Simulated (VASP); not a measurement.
# AgI (P6_3mc) in VASP: single point with HSE06

Aim: the single point of AgI with HSE06.

Program: VASP 6.6.1. These are calculated values, not measurements. Logs are shortened: lines on timing, memory, paths and dates and some standing lists are left out, and cuts for length are marked.

## Step 1: The cell of the first run

Symmetry: P6_3mc, No. 186, hexagonal system. Conventional cell: a = 4.721 Å, b = 4.721 Å, c = 7.463 Å, α = 90.00°, β = 90.00°, γ = 120.00°. Within 3.8 Å of Ag (site symmetry 3m) lie 4 I at 2.86 to 2.87 Å. I (site symmetry 3m) has 4 Ag at 2.86 to 2.87 Å within 3.8 Å.

## Step 2: Single point, HSE06 (epitaxial xy strain +1.5%)

Input file POSCAR:

```
AgI
1.0
    4.7206348190      0.0000000000      0.0000000000
   -2.3603174095      4.0881896752      0.0000000000
    0.0000000000      0.0000000000      7.4634068909
Ag I
2 2
Direct
    0.3333333333      0.6666666667     -0.0046908123
    0.6666666667      0.3333333333      0.4953091877
    0.3333333333      0.6666666667      0.3796908123
    0.6666666667      0.3333333333      0.8796908123
```

Input file INCAR.step1:

```
SYSTEM = AgI
PREC = Accurate
ENCUT = 400
EDIFF = 1E-5
ISMEAR = 0
SIGMA = 0.01
LREAL = .FALSE.
LASPH = .TRUE.
NELM = 120
ALGO = Normal
ISIF = 2
LWAVE = .TRUE.
GGA = PE
NBANDS = 26
GGA_COMPAT = .FALSE.
KPAR = 4
```

Input file INCAR.step2:

```
SYSTEM = AgI
PREC = Accurate
ENCUT = 400
EDIFF = 1E-6
ISMEAR = 0
SIGMA = 0.01
LREAL = .FALSE.
LASPH = .TRUE.
NELM = 120
ALGO = Normal
ISIF = 2
LWAVE = .FALSE.
LCHARG = .TRUE.
GGA = PE
LHFCALC = .TRUE.
HFSCREEN = 0.2079
PRECFOCK = Normal
LVHAR = .TRUE.
ISTART = 1
NBANDS = 26
GGA_COMPAT = .FALSE.
KPAR = 4
```

Input file KPOINTS:

```
regular mesh
0
G
  6 6 2
  0 0 0
```

Potentials or basis: VASP PAW PBE potentials, release 64 (Ag, I).

Launch:

```sh
> cat potpaw_PBE.64/Ag/POTCAR potpaw_PBE.64/I/POTCAR > POTCAR
> cp INCAR.step1 INCAR
> mpirun -np 4 vasp_std > vasp.out
> cp INCAR.step2 INCAR
> mpirun -np 4 vasp_std > vasp.out
```

OUTCAR:

```text
SYSTEM = AgI
   PREC = Accurate
   ENCUT = 400
   EDIFF = 1E-6
   ISMEAR = 0
   LREAL = .FALSE.
   LASPH = .TRUE.
   NELM = 120
   ISIF = 2
   GGA = PE
   LHFCALC = .TRUE.
   HFSCREEN = 0.2079
   PRECFOCK = Normal
   ISTART = 1

 ion  position               nearest neighbor table
   1  0.333  0.667  0.995-   4 2.86   4 2.86   4 2.86   3 2.87
   2  0.667  0.333  0.495-   3 2.86   3 2.86   3 2.86   4 2.87
   3  0.333  0.667  0.380-   2 2.86   2 2.86   2 2.86   1 2.87
   4  0.667  0.333  0.880-   1 2.86   1 2.86   1 2.86   2 2.87

  LATTYP: Found a hexagonal cell.
 ALAT       =     4.7206348190
 C/A-ratio  =     1.5810176337

  Lattice vectors:

 A1 = (   4.7206348190,   0.0000000000,   0.0000000000)
 A2 = (  -2.3603174095,   4.0881896752,   0.0000000000)
 A3 = (   0.0000000000,   0.0000000000,   7.4634068909)

Analysis of symmetry for initial positions (statically):
=====================================================================
 Subroutine PRICEL returns:
 Original cell was already a primitive cell.

 Routine SETGRP: Setting up the symmetry group for a
 hexagonal supercell.

 Subroutine GETGRP returns: Found 12 space group operations
 (whereof  6 operations were pure point group operations)
 out of a pool of 24 trial point group operations.

The static configuration has the point symmetry C_3v.
 The point group associated with its full space group is C_6v.

Analysis of symmetry for dynamics (positions and initial velocities):
=====================================================================
 Subroutine PRICEL returns:
 Original cell was already a primitive cell.

 Routine SETGRP: Setting up the symmetry group for a
 hexagonal supercell.

 Subroutine GETGRP returns: Found 12 space group operations
 (whereof  6 operations were pure point group operations)
 out of a pool of 24 trial point group operations.

The dynamic configuration has the point symmetry C_3v.
 The point group associated with its full space group is C_6v.

 Subroutine INISYM returns: Found 12 space group operations
 (whereof  6 operations are pure point group operations),
 and found     1 'primitive' translations

[... 91 lines left out ...]
   IBRION =     -1    ionic relax: 0-MD 1-quasi-New 2-CG
   NFREE  =      0    steps in history (QN), initial steepest desc. (CG)
   ISIF   =      2    stress and relaxation
   ISYM   =      3    0-nonsym 1-usesym 2-fastsym
   POTIM  = 0.5000    time-step for ionic-motion
   TEBEG  =    0.0;   TEEND  =   0.0 temperature during run
   PSTRESS=    0.0 pullay stress
   NELECT =      36.0000    total number of electrons
   NUPDOWN=      -1.0000    fix difference up-down
   EMIN   =  10.00;   EMAX   =-10.00  energy-range for DOS
   EFERMI =   0.00;   METHOD = LEGACY
   ISMEAR =     0;   SIGMA  =   0.01  broadening in eV -4-tet -1-fermi 0-gaus
   EFERMI_NEDOS =   21; number of points for ismear=-14 and -15
   IALGO  =     38    algorithm
   IMIX   =      1    mixing-type and parameters
     AMIX     =   0.40;   BMIX     =  1.00
     AMIX_MAG =   1.60;   BMIX_MAG =  1.00
  volume/ion in A,a.u.               =      36.01       243.00
  Fermi-wavevector in a.u.,A,eV,Ry     =   1.031224  1.948730 14.468734  1.063422
  Thomas-Fermi vector in A             =   2.165361
   LORBIT       =      0    0 simple, 1 ext, 2 COOP (PROOUT), +10 PAW based schemes
   GGA     = PE    functional components
   LHFCALC =     T    Hartree Fock is set to
   PRECFOCK=normal    Normal, Fast or Accurate (Low or Medium for compatibility)
   ENCUT4O =  -1.0   cutoff for four orbital integrals eV
   NKREDX  =     1    reduce k-point grid by
   NKREDY  =     1    reduce k-point grid by
   NKREDZ  =     1    reduce k-point grid by
   AEXX    =    0.2500 exact exchange contribution
   HFSCREEN=    0.2079 screening length (either q_TF or 0.3 A-1)
   HFSCREENC=   0.2079 screening length for correlation (either q_TF or 0.3 A-1)
   ENCUTFOCK=  -1.0 apply spherical cutoff to Coloumb kernel
   IVDW    =     0    specifies the selected vdW correction
   LEPSILON=     F    determine dielectric tensor
   LRPA    =     F    only Hartree local field effects (RPA)
 non-spin polarized calculation
 Gauss-broadening in eV      SIGMA  =   0.01
  energy-cutoff  :      400.00
  volume of cell :      144.04
 maximum number of plane-waves:      2647
 NGX is ok and might be reduce to    32
  NGX = 24; NGY = 24; NGZ = 40

 number of electron      36.0000004 magnetization

 Free energy of the ion-electron system (eV)
  ---------------------------------------------------
  ext. energy  EPLUGINS =         0.00000000
  ---------------------------------------------------
  free energy    TOTEN  =       -11.46594604 eV

  energy without entropy =      -11.46594604  energy(sigma->0) =      -11.46594604

 E-fermi :   1.9060     XC(G=0):  -6.8331

 val. band max:        1.8179575762   @ k =   0.0000   0.0000   0.0000
 cond. band min:       4.3458561084   @ k =   0.0000   0.0000   0.0000
 fundamental gap:      2.5278985322
 Fermi energy:         1.9060380886

 k-point     1 :       0.0000    0.0000    0.0000
  band No.  band energies     occupation
      1     -11.5781      2.00000
      2     -11.2713      2.00000
      3      -2.6768      2.00000
      4      -2.6768      2.00000
      5      -2.5985      2.00000
      6      -2.5554      2.00000
[... 395 lines left out ...]
     25      11.2730      0.00000
     26      11.2904      0.00000

------------------------ aborting loop because EDIFF is reached ----------------------------------------

  FORCE on cell =-STRESS in cart. coord.  units (eV):
  Direction    XX          YY          ZZ          XY          YZ          ZX
  --------------------------------------------------------------------------------------
  -------------------------------------------------------------------------------------
  Total       -0.1941007     -0.1941007      0.2810217      0.0000000      0.0000000      0.0000000
  in kB       -2.1590818     -2.1590818      3.1259494      0.0000000      0.0000000      0.0000000
  external PRESSURE =      -0.3974047 kB  Pullay stress =       0.0000000 kB

 VOLUME and BASIS-vectors are now :
 -----------------------------------------------------------------------------
  energy-cutoff  :      400.00
  volume of cell :      144.04
      direct lattice vectors                 reciprocal lattice vectors
     4.720634819  0.000000000  0.000000000     0.211835916  0.122303523  0.000000000
    -2.360317409  4.088189675  0.000000000     0.000000000  0.244607046  0.000000000
     0.000000000  0.000000000  7.463406891     0.000000000  0.000000000  0.133987067

 POSITION                                       TOTAL-FORCE (eV/Angst)
 -----------------------------------------------------------------------------------
     -0.00000      2.72546      7.42840        -0.000000      0.000000      0.006109
      2.36032      1.36273      3.69669         0.000000      0.000000      0.006109
     -0.00000      2.72546      2.83379         0.000000      0.000000     -0.006109
      2.36032      1.36273      6.56549        -0.000000     -0.000000     -0.006109
 -----------------------------------------------------------------------------------
    total drift:                               -0.000000     -0.000001      0.000141

  FREE ENERGIE OF THE ION-ELECTRON SYSTEM (eV)
  ---------------------------------------------------
  free  energy   TOTEN  =       -11.4659460378 eV

  energy  without entropy=      -11.4659460378  energy(sigma->0) =      -11.46594604
```

OUTCAR.step1:

```text
SYSTEM = AgI
   PREC = Accurate
   ENCUT = 400
   EDIFF = 1E-5
   ISMEAR = 0
   LREAL = .FALSE.
   LASPH = .TRUE.
   NELM = 120
[... 624 lines left out ...]
      2.36032      1.36273      3.69669         0.000000      0.000000      0.005008
     -0.00000      2.72546      2.83379         0.000000     -0.000000     -0.005008
      2.36032      1.36273      6.56549        -0.000000      0.000000     -0.005008
 -----------------------------------------------------------------------------------
    total drift:                               -0.000000     -0.000000      0.000133

  FREE ENERGIE OF THE ION-ELECTRON SYSTEM (eV)
  ---------------------------------------------------
  free  energy   TOTEN  =        -9.5721057518 eV

  energy  without entropy=       -9.5721057518  energy(sigma->0) =       -9.57210575
```

It took 13 min on 4 MPI ranks of Intel Xeon 6975P-C (Granite Rapids), shared host; peak memory 0.34 GiB.

What came out:

- Free energy: -11.4659 eV
- Pressure: 0.0 GPa
- Largest force: 0.006 eV/Å
- Band gap on the k mesh: 2.53 eV, direct

Forces on the atoms (eV/Å):
```
Ag   0.000  0.000  0.006
Ag   0.000  0.000  0.006
I    0.000  0.000 -0.006
I    0.000  0.000 -0.006
```

Stress tensor (GPa, compression positive):
```
-0.22  0.00  0.00
 0.00 -0.22  0.00
 0.00  0.00  0.31
```

Levels at points of the mesh, in eV from the valence-band top:
```
           k point  band 15  band 16  band 17  band 18  band 19  band 20  band 21  band 22
(0.00, 0.00, 0.00)    -0.69    -0.05     0.00     0.00     2.53     3.66     6.91     6.91
(0.50, 0.00, 0.00)    -2.17    -1.78    -0.96    -0.74     4.56     4.67     6.02     7.22
(0.00, 0.00, 0.50)    -0.35    -0.35    -0.35    -0.35     3.77     3.77     6.85     6.85
(0.50, 0.00, 0.50)    -1.26    -1.26    -1.10    -1.10     4.51     4.51     6.04     6.04
```

Caveat: the k points lie up to 0.42 Å⁻¹ apart; the cell differs from its parent crystal (epitaxial xy strain +1.5%); the PAW data sets were made with another functional, which shifts forces and pressure a little; spin-orbit coupling is left out, which moves the levels of the heavy elements.
